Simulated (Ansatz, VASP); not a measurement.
# One calculation of GaSb, two programs

```xyz
2
Lattice="0.0000 3.0965 3.0394 3.0965 0.0000 3.0394 3.0965 3.0965 0.0000" Properties=species:S:1:pos:R:3 pbc="T T T"
Ga    0.0000    0.0000    0.0000
Sb    1.5483    1.5483    1.5197
```

Change from the starting cell: epitaxial_xy strain +1.0%.

Alike in both runs: task single point; functional PBE; k mesh 8 × 8 × 8; occupations fermi-dirac, width 0.02 eV; no spin polarisation.

```csv
,VASP,Ansatz
version,VASP 6.6.1,Ansatz 0.2.0
potentials or method,"VASP PAW PBE potentials, release 64 (Ga_d, Sb_d_GW)","plane waves, PAW"
plane-wave cutoff (eV),500,420
valence electrons in the cell,28,28
```

|  | VASP | Ansatz | Ansatz less VASP |
| --- | --- | --- | --- |
| pressure (GPa) | 1.4 | 1.4 | +0.01 |
| traceless stress, the component that is largest in VASP (GPa) | 0.48 | 0.48 | +0.001 |

Spin-orbit coupling is off throughout.
